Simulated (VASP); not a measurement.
# SnSe (P6_3mc) in VASP: further runs

Runs on SnSe. Level: PBE. Tasks: single point.

Everything below comes from runs of VASP 6.6.1. Logs are shortened: lines on timing, memory, paths and dates and some standing lists are left out, and cuts for length are marked.

## (1) The cell of the first run

It takes space group P6_3mc (No. 186, hexagonal). Conventional cell: a = 5.001 Å, b = 5.001 Å, c = 6.084 Å, α = 90.00°, β = 90.00°, γ = 120.00°. Within 3.7 Å of Sn (site symmetry 3m) lie 5 Se at 2.79 to 3.29 Å. Se (site symmetry 3m) has 5 Sn at 2.79 to 3.29 Å within 3.7 Å.

## (2) Single point, PBE (32.94 Å³/atom)

Contents of INCAR:

```
SYSTEM = SnSe
PREC = Accurate
ENCUT = 520
EDIFF = 1E-6
ISMEAR = 0
SIGMA = 0.01
LREAL = .FALSE.
LASPH = .TRUE.
NELM = 100
ALGO = Normal
ISIF = 2
LWAVE = .FALSE.
LCHARG = .FALSE.
GGA = PE
NBANDS = 28
```

Contents of KPOINTS:

```
regular mesh
0
G
  6 6 4
  0 0 0
```

Contents of POSCAR:

```
SnSe
1.0
    5.0007159406      0.0000000000      0.0000000000
   -2.5003579703      4.3307470417      0.0000000000
    0.0000000000      0.0000000000      6.0841768032
Sn Se
2 2
Direct
    0.3333333333      0.6666666667     -0.0420214511
    0.6666666667      0.3333333333      0.4579785489
    0.3333333333      0.6666666667      0.4170214511
    0.6666666667      0.3333333333      0.9170214511
```

Potentials or basis: VASP PAW PBE potentials, release 64 (Sn_d, Se).

The run is started by

```bash
> cat potpaw_PBE.64/Sn_d/POTCAR potpaw_PBE.64/Se/POTCAR > POTCAR
> mpirun -np 1 vasp_std > vasp.out
```

OUTCAR:

```text
SYSTEM = SnSe
   PREC = Accurate
   ENCUT = 520
   EDIFF = 1E-6
   ISMEAR = 0
   LREAL = .FALSE.
   LASPH = .TRUE.
   NELM = 100
   ISIF = 2
   GGA = PE

 ion  position               nearest neighbor table
   1  0.333  0.667  0.958-   3 2.79   4 2.90   4 2.90   4 2.90
   2  0.667  0.333  0.458-   4 2.79   3 2.90   3 2.90   3 2.90
   3  0.333  0.667  0.417-   1 2.79   2 2.90   2 2.90   2 2.90
   4  0.667  0.333  0.917-   2 2.79   1 2.90   1 2.90   1 2.90

  LATTYP: Found a hexagonal cell.
 ALAT       =     5.0007159406
 C/A-ratio  =     1.2166611492

  Lattice vectors:

 A1 = (   5.0007159406,   0.0000000000,   0.0000000000)
 A2 = (  -2.5003579703,   4.3307470417,   0.0000000000)
 A3 = (   0.0000000000,   0.0000000000,   6.0841768032)

Analysis of symmetry for initial positions (statically):
=====================================================================
 Subroutine PRICEL returns:
 Original cell was already a primitive cell.

 Routine SETGRP: Setting up the symmetry group for a
 hexagonal supercell.

 Subroutine GETGRP returns: Found 12 space group operations
 (whereof  6 operations were pure point group operations)
 out of a pool of 24 trial point group operations.

The static configuration has the point symmetry C_3v.
 The point group associated with its full space group is C_6v.

Analysis of symmetry for dynamics (positions and initial velocities):
=====================================================================
 Subroutine PRICEL returns:
 Original cell was already a primitive cell.

 Routine SETGRP: Setting up the symmetry group for a
 hexagonal supercell.

 Subroutine GETGRP returns: Found 12 space group operations
 (whereof  6 operations were pure point group operations)
 out of a pool of 24 trial point group operations.

The dynamic configuration has the point symmetry C_3v.
 The point group associated with its full space group is C_6v.

 Subroutine INISYM returns: Found 12 space group operations
 (whereof  6 operations are pure point group operations),
 and found     1 'primitive' translations

----------------------------------------------------------------------------------------

                                     Primitive cell

  volume of cell :     131.7640

  direct lattice vectors                    reciprocal lattice vectors
     5.000715941  0.000000000  0.000000000     0.199971366  0.115453522  0.000000000
    -2.500357970  4.330747042  0.000000000     0.000000000  0.230907045  0.000000000
     0.000000000  0.000000000  6.084176803     0.000000000  0.000000000  0.164360773

  length of vectors
     5.000715941  5.000715941  6.084176803     0.230907045  0.230907045  0.164360773

  position of ions in fractional coordinates (direct lattice)
     0.333333333  0.666666667  0.957978549
     0.666666667  0.333333333  0.457978549
     0.333333333  0.666666667  0.417021451
     0.666666667  0.333333333  0.917021451

  ion indices of the primitive-cell ions
   primitive index   ion index
                 1           1
                 2           2
                 3           3
                 4           4

----------------------------------------------------------------------------------------

 KPOINTS: regular mesh

Automatic generation of k-mesh.
 Grid dimensions read from file:
 generate k-points for:    6    6    4

 Generating k-lattice:

  Cartesian coordinates                     Fractional coordinates (reciprocal lattice)
     0.033328561  0.019242254  0.000000000     0.166666667  0.000000000  0.000000000
     0.000000000  0.038484507  0.000000000     0.000000000  0.166666667  0.000000000
     0.000000000  0.000000000  0.041090193     0.000000000  0.000000000  0.250000000

  Length of vectors
     0.038484507  0.038484507  0.041090193

  Shift w.r.t. Gamma in fractional coordinates (k-lattice)
     0.000000000  0.000000000  0.000000000

 Subroutine IBZKPT returns following result:
 ===========================================

 Found     21 irreducible k-points:

 Following reciprocal coordinates:
            Coordinates               Weight
  0.000000  0.000000  0.000000      1.000000
  0.166667 -0.000000  0.000000      6.000000
  0.333333  0.000000  0.000000      6.000000
  0.500000  0.000000  0.000000      3.000000
  0.166667  0.166667  0.000000      6.000000
  0.333333  0.166667  0.000000     12.000000
[... 13 lines left out ...]
  0.333333  0.166667  0.500000     12.000000
  0.333333  0.333333  0.500000      2.000000
   k-points           NKPTS =     21   k-points in BZ     NKDIM =     21   number of bands    NBANDS=     28
   number of dos      NEDOS =    301   number of ions     NIONS =      4
   total plane-waves  NPLWV =  76800
   dimension x,y,z NGX =    40 NGY =   40 NGZ =   48
   dimension x,y,z NGXF=    80 NGYF=   80 NGZF=   96
   ions per type =               2   2
   NGX,Y,Z   is equivalent  to a cutoff of  13.30, 13.30, 13.12 a.u.
   NGXF,Y,Z  is equivalent  to a cutoff of  26.60, 26.60, 26.23 a.u.
 SYSTEM =  SnSe
   PREC   = accura    normal or accurate (medium, high low for compatibility)
   ISTART =      0    job   : 0-new  1-cont  2-samecut
   ICHARG =      2    charge: 1-file 2-atom 10-const
   ISPIN  =      1    spin polarized calculation?
   LNONCOLLINEAR =      F non collinear calculations
   LSORBIT =      F    spin-orbit coupling
   LASPH  =      T    aspherical Exc in radial PAW
   ENCUT  =  520.0 eV  38.22 Ry    6.18 a.u.   9.30  9.30 11.31*2*pi/ulx,y,z
   NELM   =    100;   NELMIN=  2; NELMDL= -5     # of ELM steps
   EDIFF  = 0.1E-05   stopping-criterion for ELM
   LREAL  =      F    real-space projection
   EDIFFG = 0.1E-04   stopping-criterion for IOM
   NSW    =      0    number of steps for IOM
   IBRION =     -1    ionic relax: 0-MD 1-quasi-New 2-CG
   NFREE  =      0    steps in history (QN), initial steepest desc. (CG)
   ISIF   =      2    stress and relaxation
   ISYM   =      2    0-nonsym 1-usesym 2-fastsym
   POTIM  = 0.5000    time-step for ionic-motion
   TEBEG  =    0.0;   TEEND  =   0.0 temperature during run
   PSTRESS=    0.0 pullay stress
   NELECT =      40.0000    total number of electrons
   NUPDOWN=      -1.0000    fix difference up-down
   EMIN   =  10.00;   EMAX   =-10.00  energy-range for DOS
   EFERMI =   0.00;   METHOD = LEGACY
   ISMEAR =     0;   SIGMA  =   0.01  broadening in eV -4-tet -1-fermi 0-gaus
   EFERMI_NEDOS =   21; number of points for ismear=-14 and -15
   IALGO  =     38    algorithm
   IMIX   =      4    mixing-type and parameters
     AMIX     =   0.40;   BMIX     =  1.00
     AMIX_MAG =   1.60;   BMIX_MAG =  1.00
  volume/ion in A,a.u.               =      32.94       222.30
  Fermi-wavevector in a.u.,A,eV,Ry     =   1.100261  2.079193 16.470875  1.210575
  Thomas-Fermi vector in A             =   2.236670
   LORBIT       =      0    0 simple, 1 ext, 2 COOP (PROOUT), +10 PAW based schemes
   GGA     = PE    functional components
   LHFCALC =     F    Hartree Fock is set to
   AEXX    =    0.0000 exact exchange contribution
   IVDW    =     0    specifies the selected vdW correction
   LEPSILON=     F    determine dielectric tensor
   LRPA    =     F    only Hartree local field effects (RPA)
 non-spin polarized calculation
 Gauss-broadening in eV      SIGMA  =   0.01
  energy-cutoff  :      520.00
  volume of cell :      131.76
 maximum number of plane-waves:      3598
 NGX is ok and might be reduce to    40
   NGX = 19   NGY = 19   NGZ = 23

 number of electron      40.0000002 magnetization

 Free energy of the ion-electron system (eV)
  ---------------------------------------------------
  ext. energy  EPLUGINS =         0.00000000
  ---------------------------------------------------
  free energy    TOTEN  =       -15.96841109 eV

  energy without entropy =      -15.96841109  energy(sigma->0) =      -15.96841109

 E-fermi :   4.2904     XC(G=0):  -8.4612

 val. band max:        4.2376373621   @ k =   0.3333   0.3333   0.5000
 cond. band min:       4.9462729004   @ k =   0.3333   0.3333   0.5000
 fundamental gap:      0.7086355383
 Fermi energy:         4.2904219916

 k-point     1 :       0.0000    0.0000    0.0000
  band No.  band energies     occupation
      1     -17.6134      2.00000
      2     -17.6027      2.00000
      3     -17.6027      2.00000
      4     -17.6027      2.00000
      5     -17.6027      2.00000
      6     -17.5880      2.00000
[... 20 lines left out ...]
     27       9.6190      0.00000
     28       9.6194      0.00000

 k-point     2 :       0.1667   -0.0000    0.0000
  band No.  band energies     occupation
      1     -17.6151      2.00000
      2     -17.6042      2.00000
      3     -17.6027      2.00000
      4     -17.6009      2.00000
      5     -17.5993      2.00000
      6     -17.5886      2.00000
[... 20 lines left out ...]
     27       9.3110      0.00000
     28       9.6166      0.00000

 k-point     3 :       0.3333    0.0000    0.0000
  band No.  band energies     occupation
      1     -17.6171      2.00000
      2     -17.6069      2.00000
      3     -17.6015      2.00000
      4     -17.5985      2.00000
      5     -17.5937      2.00000
      6     -17.5896      2.00000
[... 20 lines left out ...]
     27       9.0366      0.00000
     28       9.8855      0.00000

 k-point     4 :       0.5000    0.0000    0.0000
  band No.  band energies     occupation
      1     -17.6178      2.00000
      2     -17.6083      2.00000
      3     -17.6008      2.00000
      4     -17.5975      2.00000
      5     -17.5903      2.00000
      6     -17.5900      2.00000
[... 485 lines left out ...]
     27      10.8529      0.00000
     28      10.8529      0.00000

 k-point    20 :       0.3333    0.1667    0.5000
  band No.  band energies     occupation
      1     -17.6074      2.00000
      2     -17.6074      2.00000
      3     -17.6001      2.00000
      4     -17.6001      2.00000
      5     -17.5939      2.00000
      6     -17.5939      2.00000
[... 20 lines left out ...]
     27      10.1267      0.00000
     28      10.1267      0.00000

 k-point    21 :       0.3333    0.3333    0.5000
  band No.  band energies     occupation
      1     -17.6072      2.00000
      2     -17.6072      2.00000
      3     -17.5997      2.00000
      4     -17.5997      2.00000
      5     -17.5939      2.00000
      6     -17.5939      2.00000
[... 20 lines left out ...]
     27       9.8720      0.00000
     28       9.8720      0.00000

------------------------ aborting loop because EDIFF is reached ----------------------------------------

  FORCE on cell =-STRESS in cart. coord.  units (eV):
  Direction    XX          YY          ZZ          XY          YZ          ZX
  --------------------------------------------------------------------------------------
  -------------------------------------------------------------------------------------
  Total        2.0298219      2.0298219      2.2178626      0.0000000      0.0000000      0.0000000
  in kB       24.6815072     24.6815072     26.9679785      0.0000000      0.0000000      0.0000000
  external PRESSURE =      25.4436643 kB  Pullay stress =       0.0000000 kB

 VOLUME and BASIS-vectors are now :
 -----------------------------------------------------------------------------
  energy-cutoff  :      520.00
  volume of cell :      131.76
      direct lattice vectors                 reciprocal lattice vectors
     5.000715941  0.000000000  0.000000000     0.199971366  0.115453522  0.000000000
    -2.500357970  4.330747042  0.000000000     0.000000000  0.230907045  0.000000000
     0.000000000  0.000000000  6.084176803     0.000000000  0.000000000  0.164360773

 POSITION                                       TOTAL-FORCE (eV/Angst)
 -----------------------------------------------------------------------------------
     -0.00000      2.88716      5.82851        -0.000000      0.000000     -0.145457
      2.50036      1.44358      2.78642         0.000000     -0.000000     -0.145457
     -0.00000      2.88716      2.53723        -0.000000      0.000000      0.145457
      2.50036      1.44358      5.57932         0.000000     -0.000000      0.145457
 -----------------------------------------------------------------------------------
    total drift:                               -0.000000      0.000000      0.000081

  FREE ENERGIE OF THE ION-ELECTRON SYSTEM (eV)
  ---------------------------------------------------
  free  energy   TOTEN  =       -15.9684110882 eV

  energy  without entropy=      -15.9684110882  energy(sigma->0) =      -15.96841109
```

It took 2.3 min on 1 thread of AMD EPYC 7R43 (Zen 3), shared host; peak memory 0.24 GiB.

Results:

* Free energy: -15.9684 eV
* Pressure: 2.5 GPa
* Largest force: 0.145 eV/Å
* Band gap on the k mesh: 0.71 eV

Forces in eV/Å, atoms in the order of the input:
```
Sn   0.000  0.000 -0.145
Sn   0.000  0.000 -0.145
Se   0.000  0.000  0.145
Se   0.000  0.000  0.145
```

Levels at points of the mesh, in eV from the valence-band top:
| k point | band 17 | band 18 | band 19 | band 20 | band 21 | band 22 | band 23 | band 24 |
| --- | --- | --- | --- | --- | --- | --- | --- | --- |
| (0.00, 0.00, 0.00) | -3.89 | -2.58 | -2.58 | -2.51 | 0.90 | 0.90 | 2.54 | 2.54 |
| (0.50, 0.00, 0.00) | -3.71 | -2.95 | -2.36 | -0.89 | 2.11 | 2.90 | 3.00 | 3.64 |
| (0.00, 0.00, 0.50) | -3.28 | -3.28 | -1.80 | -1.80 | 1.38 | 1.38 | 1.38 | 1.38 |
| (0.50, 0.00, 0.50) | -2.72 | -2.72 | -0.94 | -0.94 | 0.87 | 0.87 | 2.70 | 2.70 |

Caveat: spin-orbit coupling is left out, which moves the levels of the heavy elements. A k mesh can miss the band edges.

## (3) Single point, PBE (33.99 Å³/atom)

This run uses another cell than the first one, of 33.99 Å³/atom.

Contents of INCAR:

```
  PREC = Accurate
  ENCUT = 520
  EDIFF = 1E-7
  ISMEAR = 0
  SIGMA = 0.01
  LREAL = False
  LASPH = True
  NELM = 100
  ALGO = Normal
  ISIF = 2
  LWAVE = False
  LCHARG = False
  GGA = PE
  NBANDS = 28
```

Contents of KPOINTS:

```
Automatic mesh
0
Gamma
  6 6 4
```

Contents of POSCAR:

```
SnSe
1.0
    5.0533589244      0.0000000000      0.0000000000
   -2.5266794622      4.3763372029      0.0000000000
    0.0000000000      0.0000000000      6.1482254763
Sn Se
2 2
Direct
    0.3333333333      0.6666666667     -0.0420214511
    0.6666666667      0.3333333333      0.4579785489
    0.3333333333      0.6666666667      0.4170214511
    0.6666666667      0.3333333333      0.9170214511
```

Potentials or basis: VASP PAW PBE potentials, release 64 (Sn_d, Se).

The run is started by

```bash
> cat potpaw_PBE.64/Sn_d/POTCAR potpaw_PBE.64/Se/POTCAR > POTCAR
> mpirun -np 1 vasp_std > vasp.out
```

OUTCAR:

```text
PREC = Accurate
   ENCUT = 520
   EDIFF = 1E-7
   ISMEAR = 0
   LREAL = False
   LASPH = True
   NELM = 100
   ISIF = 2
   GGA = PE

 ion  position               nearest neighbor table
   1  0.333  0.667  0.958-   3 2.82   4 2.93   4 2.93   4 2.93
   2  0.667  0.333  0.458-   4 2.82   3 2.93   3 2.93   3 2.93
   3  0.333  0.667  0.417-   1 2.82   2 2.93   2 2.93   2 2.93
   4  0.667  0.333  0.917-   2 2.82   1 2.93   1 2.93   1 2.93

  LATTYP: Found a hexagonal cell.
[... 846 lines left out ...]
  FORCE on cell =-STRESS in cart. coord.  units (eV):
  Direction    XX          YY          ZZ          XY          YZ          ZX
  --------------------------------------------------------------------------------------
  -------------------------------------------------------------------------------------
  Total        0.9646158      0.9646158      1.0622645      0.0000000      0.0000000      0.0000000
  in kB       11.3664343     11.3664343     12.5170661      0.0000000      0.0000000      0.0000000
  external PRESSURE =      11.7499783 kB  Pullay stress =       0.0000000 kB

 VOLUME and BASIS-vectors are now :
 -----------------------------------------------------------------------------
  energy-cutoff  :      520.00
  volume of cell :      135.97
      direct lattice vectors                 reciprocal lattice vectors
     5.053358924  0.000000000  0.000000000     0.197888180  0.114250794  0.000000000
    -2.526679462  4.376337203  0.000000000     0.000000000  0.228501588  0.000000000
     0.000000000  0.000000000  6.148225476     0.000000000  0.000000000  0.162648557

 POSITION                                       TOTAL-FORCE (eV/Angst)
 -----------------------------------------------------------------------------------
     -0.00000      2.91756      5.88987         0.000000     -0.000000     -0.073443
      2.52668      1.45878      2.81576        -0.000000      0.000000     -0.073443
     -0.00000      2.91756      2.56394        -0.000000      0.000000      0.073443
      2.52668      1.45878      5.63805         0.000000      0.000000      0.073443
 -----------------------------------------------------------------------------------
    total drift:                               -0.000000      0.000000     -0.000288

  FREE ENERGIE OF THE ION-ELECTRON SYSTEM (eV)
  ---------------------------------------------------
  free  energy   TOTEN  =       -16.0174281912 eV

  energy  without entropy=      -16.0174281912  energy(sigma->0) =      -16.01742819
```

Wall time 2.2 min (1 thread of AMD EPYC 7R43 (Zen 3), shared host); peak memory 0.25 GiB.

What came out:

| Quantity | Value |
| --- | --- |
| Free energy | -16.0174 eV |
| Pressure | 1.2 GPa |
| Largest force | 0.073 eV/Å |
| Band gap on the k mesh | 0.77 eV |

Forces on the atoms (eV/Å):
```
Sn   0.000  0.000 -0.073
Sn   0.000  0.000 -0.073
Se   0.000  0.000  0.073
Se   0.000  0.000  0.073
```

Stress tensor (GPa, compression positive):
```
1.14 0.00 0.00
0.00 1.14 0.00
0.00 0.00 1.25
```

Caveat: spin-orbit coupling is left out, which moves the levels of the heavy elements. A k mesh can miss the band edges.

## (4) Single point, PBE

This run uses another cell than the first one, of 34.42 Å³/atom.

Contents of INCAR:

```
  PREC = Accurate
  ENCUT = 520
  EDIFF = 1E-7
  ISMEAR = 0
  SIGMA = 0.01
  LREAL = False
  LASPH = True
  NELM = 60
  ALGO = Normal
  ISIF = 2
  LWAVE = False
  LCHARG = True
  GGA = PE
  LELF = True
  LVHAR = True
  NBANDS = 28
```

Contents of KPOINTS:

```
regular mesh
0
Gamma
  6 6 4
```

Contents of POSCAR:

```
SnSe
1.0
    5.0747781458      0.0000000000      0.0000000000
   -2.5373890729      4.3948867929      0.0000000000
    0.0000000000      0.0000000000      6.1736757455
Sn Se
2 2
Direct
    0.3333333333      0.6666666667     -0.0391356265
    0.6666666667      0.3333333333      0.4608643735
    0.3333333333      0.6666666667      0.4141356265
    0.6666666667      0.3333333333      0.9141356265
```

The run is started by

```bash
> cat potpaw_PBE.64/Sn_d/POTCAR potpaw_PBE.64/Se/POTCAR > POTCAR
> mpirun -np 1 vasp_std > vasp.out
```

Wall time 2.6 min (1 thread of AMD EPYC 7R43 (Zen 3), shared host); peak memory 0.25 GiB.

The run converged. Its results:

```
Free energy            : -16.0221 eV
Pressure               : 0.9 GPa
Largest force          : 0.112 eV/Å
Band gap on the k mesh : 0.88 eV
```

Forces in eV/Å, atoms in the order of the input:
```
Sn   0.000  0.000 -0.112
Sn   0.000  0.000 -0.112
Se   0.000  0.000  0.112
Se   0.000  0.000  0.112
```

Stress tensor (GPa, compression positive):
```
0.70 0.00 0.00
0.00 0.70 0.00
0.00 0.00 1.20
```

Levels at points of the mesh, in eV from the valence-band top:
```
           k point  band 16  band 17  band 18  band 19  band 20  band 21  band 22  band 23  band 24  band 25
(0.00, 0.00, 0.00)    -3.58    -3.58    -2.32    -2.32    -2.30     1.07     1.07     2.64     2.64     4.15
(0.50, 0.00, 0.00)    -4.18    -3.43    -2.66    -2.11    -0.77     2.13     2.90     2.97     3.80     4.61
(0.00, 0.00, 0.50)    -2.99    -2.99    -2.99    -1.64    -1.64     1.54     1.54     1.54     1.54     2.03
(0.50, 0.00, 0.50)    -3.52    -2.50    -2.50    -0.84    -0.84     1.04     1.04     2.74     2.74     3.63
```

Caveat: spin-orbit coupling is left out, which moves the levels of the heavy elements. A k mesh can miss the band edges.

[end of part 1 of 2]
